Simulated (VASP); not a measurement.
# Sb (R-3m) in VASP: single point with PBEsol

Aim: the single point of Sb with PBEsol.

Everything below comes from runs of VASP 6.6.1. Logs are shortened: lines on timing, memory, paths and dates and some standing lists are left out, and cuts for length are marked.

## (1) The cell of the first run

It takes space group R-3m (No. 166, trigonal). The conventional cell has a = 4.086 Å, b = 4.086 Å, c = 11.794 Å, α = 90.00°, β = 90.00°, γ = 120.00°. Sb (site symmetry 3m) has 6 Sb at 2.84 to 3.33 Å within 3.7 Å.

## (2) Single point, PBEsol (strain -0.050 along x and y, +0.050 along z)

INCAR

```
ALGO = Normal ; EDIFF = 1E-6
ENCUT = 500 ; GGA = PS
GGA_COMPAT = F ; ISIF = 2
ISMEAR = 0 ; LASPH = T
LCHARG = F ; LREAL = F
LWAVE = F ; NBANDS = 22
NELM = 120 ; PREC = Accurate
SIGMA = 0.15
```

KPOINTS

```
k-points
0
Gamma
  12 12 12
```

POSCAR

```
Sb
1.0
    2.0430703154      1.1795671966      3.9312000000
   -2.0430703154      1.1795671966      3.9312000000
    0.0000000000     -2.3591343931      3.9312000000
Sb
2
Direct
    0.2336400000      0.2336400000      0.2336400000
    0.7663600000      0.7663600000      0.7663600000
```

Potentials or basis: VASP PAW PBE potentials, release 64 (Sb_d_GW).

Run with:

```
> cat potpaw_PBE.64/Sb_d_GW/POTCAR > POTCAR
> mpirun -np 1 vasp_std > vasp.out
```

OUTCAR:

```text
EDIFF = 1E-6
   ENCUT = 500
   GGA = PS
   ISIF = 2
   ISMEAR = 0
   LASPH = T
   LREAL = F
   NELM = 120
   PREC = Accurate

 ion  position               nearest neighbor table
   1  0.234  0.234  0.234-   2 2.84   2 2.84   2 2.84   2 3.33   2 3.33   2 3.33
   2  0.766  0.766  0.766-   1 2.84   1 2.84   1 2.84   1 3.33   1 3.33   1 3.33

  LATTYP: Found a trigonal (rhomboedric) cell.
 ALAT       =     4.5847408351
 COS(alpha) =     0.6028385924

  Lattice vectors:

 A1 = (   2.0430703154,   1.1795671966,   3.9312000000)
 A2 = (  -2.0430703154,   1.1795671966,   3.9312000000)
 A3 = (   0.0000000000,  -2.3591343931,   3.9312000000)

Analysis of symmetry for initial positions (statically):
=====================================================================
 Subroutine PRICEL returns:
 Original cell was already a primitive cell.

 Routine SETGRP: Setting up the symmetry group for a
 trigonal (rhombohedral) supercell.

 Subroutine GETGRP returns: Found 12 space group operations
 (whereof 12 operations were pure point group operations)
 out of a pool of 12 trial point group operations.

The static configuration has the point symmetry D_3d.

Analysis of symmetry for dynamics (positions and initial velocities):
=====================================================================
 Subroutine PRICEL returns:
 Original cell was already a primitive cell.

 Routine SETGRP: Setting up the symmetry group for a
 trigonal (rhombohedral) supercell.

 Subroutine GETGRP returns: Found 12 space group operations
 (whereof 12 operations were pure point group operations)
 out of a pool of 12 trial point group operations.

The dynamic configuration has the point symmetry D_3d.

 Subroutine INISYM returns: Found 12 space group operations
 (whereof 12 operations are pure point group operations),
 and found     1 'primitive' translations

----------------------------------------------------------------------------------------

                                     Primitive cell

  volume of cell :      56.8437

  direct lattice vectors                    reciprocal lattice vectors
     2.043070315  1.179567197  3.931200000     0.244729707  0.141294762  0.084791751
    -2.043070315  1.179567197  3.931200000    -0.244729707  0.141294762  0.084791751
     0.000000000 -2.359134393  3.931200000     0.000000000 -0.282589525  0.084791751

  length of vectors
     4.584740835  4.584740835  4.584740835     0.295036405  0.295036405  0.295036405

  position of ions in fractional coordinates (direct lattice)
     0.233640000  0.233640000  0.233640000
     0.766360000  0.766360000  0.766360000

  ion indices of the primitive-cell ions
   primitive index   ion index
                 1           1
                 2           2

----------------------------------------------------------------------------------------

 KPOINTS: k-points

Automatic generation of k-mesh.
 Grid dimensions read from file:
 generate k-points for:   12   12   12

 Generating k-lattice:

  Cartesian coordinates                     Fractional coordinates (reciprocal lattice)
     0.020394142  0.011774564  0.007065979     0.083333333  0.000000000  0.000000000
    -0.020394142  0.011774564  0.007065979     0.000000000  0.083333333  0.000000000
     0.000000000 -0.023549127  0.007065979     0.000000000  0.000000000  0.083333333

  Length of vectors
     0.024586367  0.024586367  0.024586367

  Shift w.r.t. Gamma in fractional coordinates (k-lattice)
     0.000000000  0.000000000  0.000000000

 Subroutine IBZKPT returns following result:
 ===========================================

 Found    189 irreducible k-points:

 Following reciprocal coordinates:
            Coordinates               Weight
  0.000000  0.000000  0.000000      1.000000
  0.083333  0.000000  0.000000      6.000000
  0.166667  0.000000 -0.000000      6.000000
  0.250000  0.000000  0.000000      6.000000
  0.333333  0.000000 -0.000000      6.000000
  0.416667  0.000000  0.000000      6.000000
[... 16 lines left out ...]
  0.500000  0.166667 -0.000000     12.000000
 -0.416667  0.166667 -0.000000     12.000000
 [... further k-points ...]
   k-points           NKPTS =    189   k-points in BZ     NKDIM =    189   number of bands    NBANDS=     22
   number of dos      NEDOS =    301   number of ions     NIONS =      2
   total plane-waves  NPLWV =  46656
   dimension x,y,z NGX =    36 NGY =   36 NGZ =   36
   dimension x,y,z NGXF=    72 NGYF=   72 NGZF=   72
   ions per type =               2
   NGX,Y,Z   is equivalent  to a cutoff of  13.05, 13.05, 13.05 a.u.
   NGXF,Y,Z  is equivalent  to a cutoff of  26.11, 26.11, 26.11 a.u.
 SYSTEM =  unknown system
   PREC   = accura    normal or accurate (medium, high low for compatibility)
   ISTART =      0    job   : 0-new  1-cont  2-samecut
   ICHARG =      2    charge: 1-file 2-atom 10-const
   ISPIN  =      1    spin polarized calculation?
   LNONCOLLINEAR =      F non collinear calculations
   LSORBIT =      F    spin-orbit coupling
   LASPH  =      T    aspherical Exc in radial PAW
   ENCUT  =  500.0 eV  36.75 Ry    6.06 a.u.   8.36  8.36  8.36*2*pi/ulx,y,z
   NELM   =    120;   NELMIN=  2; NELMDL= -5     # of ELM steps
   EDIFF  = 0.1E-05   stopping-criterion for ELM
   LREAL  =      F    real-space projection
   EDIFFG = 0.1E-04   stopping-criterion for IOM
   NSW    =      0    number of steps for IOM
   IBRION =     -1    ionic relax: 0-MD 1-quasi-New 2-CG
   NFREE  =      0    steps in history (QN), initial steepest desc. (CG)
   ISIF   =      2    stress and relaxation
   ISYM   =      2    0-nonsym 1-usesym 2-fastsym
   POTIM  = 0.5000    time-step for ionic-motion
   TEBEG  =    0.0;   TEEND  =   0.0 temperature during run
   PSTRESS=    0.0 pullay stress
   NELECT =      30.0000    total number of electrons
   NUPDOWN=      -1.0000    fix difference up-down
   EMIN   =  10.00;   EMAX   =-10.00  energy-range for DOS
   EFERMI =   0.00;   METHOD = LEGACY
   ISMEAR =     0;   SIGMA  =   0.15  broadening in eV -4-tet -1-fermi 0-gaus
   EFERMI_NEDOS =   21; number of points for ismear=-14 and -15
   IALGO  =     38    algorithm
   IMIX   =      4    mixing-type and parameters
     AMIX     =   0.40;   BMIX     =  1.00
     AMIX_MAG =   1.60;   BMIX_MAG =  1.00
  volume/ion in A,a.u.               =      28.42       191.80
  Fermi-wavevector in a.u.,A,eV,Ry     =   1.322984  2.500076 23.814081  1.750286
  Thomas-Fermi vector in A             =   2.452625
   LORBIT       =      0    0 simple, 1 ext, 2 COOP (PROOUT), +10 PAW based schemes
   GGA     = PS    functional components
   LHFCALC =     F    Hartree Fock is set to
   AEXX    =    0.0000 exact exchange contribution
   IVDW    =     0    specifies the selected vdW correction
   LEPSILON=     F    determine dielectric tensor
   LRPA    =     F    only Hartree local field effects (RPA)
 non-spin polarized calculation
 Gauss-broadening in eV      SIGMA  =   0.15
  energy-cutoff  :      500.00
  volume of cell :       56.84
 maximum number of plane-waves:      1463
 NGX is ok and might be reduce to    36
   NGX = 17   NGY = 17   NGZ = 17

 number of electron      30.0000003 magnetization

 Free energy of the ion-electron system (eV)
  ---------------------------------------------------
  ext. energy  EPLUGINS =         0.00000000
  ---------------------------------------------------
  free energy    TOTEN  =        -9.06159943 eV

  energy without entropy =       -9.05449421  energy(sigma->0) =       -9.05804682

 E-fermi :   5.8072     XC(G=0): -10.3450

 val. band max:        5.8000117681   @ k =  -0.3333   0.0833   0.0833
 cond. band min:       5.8095533614   @ k =   0.4167   0.0833   0.0833
 fundamental gap:      0.0095415933
 Fermi energy:         5.8071916392

 k-point     1 :       0.0000    0.0000    0.0000
  band No.  band energies     occupation
      1     -23.5984      2.00000
      2     -23.5984      2.00000
      3     -23.4825      2.00000
      4     -23.4825      2.00000
      5     -23.4754      2.00000
      6     -23.3444      2.00000
[... 14 lines left out ...]
     21      11.4437      0.00000
     22      12.4049      0.00000

 k-point     2 :       0.0833    0.0000    0.0000
  band No.  band energies     occupation
      1     -23.5951      2.00000
      2     -23.5933      2.00000
      3     -23.4814      2.00000
      4     -23.4797      2.00000
      5     -23.4732      2.00000
      6     -23.3464      2.00000
[... 14 lines left out ...]
     21      11.4619      0.00000
     22      13.2585      0.00000

 k-point     3 :       0.1667    0.0000   -0.0000
  band No.  band energies     occupation
      1     -23.5858      2.00000
      2     -23.5783      2.00000
      3     -23.4788      2.00000
      4     -23.4716      2.00000
      5     -23.4659      2.00000
      6     -23.3529      2.00000
[... 14 lines left out ...]
     21      11.8256      0.00000
     22      14.7825      0.00000

 k-point     4 :       0.2500    0.0000    0.0000
  band No.  band energies     occupation
      1     -23.5721      2.00000
      2     -23.5544      2.00000
      3     -23.4756      2.00000
      4     -23.4590      2.00000
      5     -23.4537      2.00000
      6     -23.3640      2.00000
[... 14 lines left out ...]
     21      12.6270      0.00000
     22      16.4712      0.00000

 k-point     5 :       0.3333    0.0000   -0.0000
  band No.  band energies     occupation
      1     -23.5569      2.00000
      2     -23.5238      2.00000
      3     -23.4725      2.00000
      4     -23.4432      2.00000
      5     -23.4379      2.00000
      6     -23.3798      2.00000
[... 417 lines left out ...]
 k-point    22 :       0.4167    0.1667   -0.0000
  band No.  band energies     occupation
      1     -23.5649      2.00000
      2     -23.5004      2.00000
      3     -23.4632      2.00000
      4     -23.4575      2.00000
      5     -23.4206      2.00000
      6     -23.3946      2.00000
[... 14 lines left out ...]
     21      14.4490      0.00000
     22      15.9445      0.00000

 k-point    23 :       0.5000    0.1667   -0.0000
  band No.  band energies     occupation
      1     -23.5543      2.00000
      2     -23.4766      2.00000
      3     -23.4601      2.00000
      4     -23.4445      2.00000
      5     -23.4123      2.00000
      6     -23.4040      2.00000
[... 14 lines left out ...]
     21      13.8163      0.00000
     22      16.1098      0.00000

 k-point    24 :      -0.4167    0.1667   -0.0000
  band No.  band energies     occupation
      1     -23.5530      2.00000
      2     -23.4619      2.00000
      3     -23.4540      2.00000
      4     -23.4350      2.00000
      5     -23.4239      2.00000
      6     -23.4081      2.00000
[... 14 lines left out ...]
     21      14.4549      0.00000
     22      14.9479      0.00000

 [... further k-points ...]

------------------------ aborting loop because EDIFF is reached ----------------------------------------

  FORCE on cell =-STRESS in cart. coord.  units (eV):
  Direction    XX          YY          ZZ          XY          YZ          ZX
  --------------------------------------------------------------------------------------
  -------------------------------------------------------------------------------------
  Total        1.9322393      1.9322393      0.8341173      0.0000000      0.0000000      0.0000000
  in kB       54.4614369     54.4614369     23.5101471      0.0000000      0.0000000      0.0000000
  external PRESSURE =      44.1443403 kB  Pullay stress =       0.0000000 kB

 VOLUME and BASIS-vectors are now :
 -----------------------------------------------------------------------------
  energy-cutoff  :      500.00
  volume of cell :       56.84
      direct lattice vectors                 reciprocal lattice vectors
     2.043070315  1.179567197  3.931200000     0.244729707  0.141294762  0.084791751
    -2.043070315  1.179567197  3.931200000    -0.244729707  0.141294762  0.084791751
     0.000000000 -2.359134393  3.931200000     0.000000000 -0.282589525  0.084791751

 POSITION                                       TOTAL-FORCE (eV/Angst)
 -----------------------------------------------------------------------------------
      0.00000      0.00000      2.75546         0.000000      0.000000      0.473510
      0.00000      0.00000      9.03814         0.000000     -0.000000     -0.473510
 -----------------------------------------------------------------------------------
    total drift:                               -0.000000      0.000000      0.000000

  FREE ENERGIE OF THE ION-ELECTRON SYSTEM (eV)
  ---------------------------------------------------
  free  energy   TOTEN  =        -9.0615994333 eV

  energy  without entropy=       -9.0544942140  energy(sigma->0) =       -9.05804682
```

Run time: 2.4 min. Hardware: 1 thread of Intel Xeon Platinum 8488C (Sapphire Rapids), shared host; peak memory 0.37 GiB.

Results:

```
Free energy            : -9.0616 eV
Pressure               : 4.4 GPa
Largest force          : 0.474 eV/Å
Band gap on the k mesh : zero (bands 15 and 16 overlap by 0.87 eV)
```

Forces in eV/Å, atoms in the order of the input:
```
Sb   0.000  0.000  0.474
Sb   0.000  0.000 -0.474
```

Levels at points of the mesh, in eV from the Fermi level:
| k point | band 12 | band 13 | band 14 | band 15 | band 16 | band 17 | band 18 | band 19 |
| --- | --- | --- | --- | --- | --- | --- | --- | --- |
| (0.00, 0.00, 0.00) | -4.75 | -2.90 | -1.37 | -1.37 | 2.24 | 2.87 | 2.87 | 5.39 |
| (0.50, 0.00, 0.00) | -9.73 | -2.45 | -1.92 | -0.46 | -0.18 | -0.05 | 0.73 | 6.71 |
| (0.50, 0.50, 0.00) | -8.10 | -5.67 | -4.23 | -3.44 | 1.48 | 5.01 | 5.77 | 6.77 |
| (0.50, 0.50, 0.50) | -9.36 | -0.89 | -0.89 | 0.42 | 0.67 | 0.67 | 1.82 | 6.64 |

Caveat: the cell differs from its parent crystal (strain -0.050 along x and y, +0.050 along z); the cell stands under pressure; the PAW data sets were made with another functional, which shifts forces and pressure a little; spin-orbit coupling is left out, which moves the levels of the heavy elements.
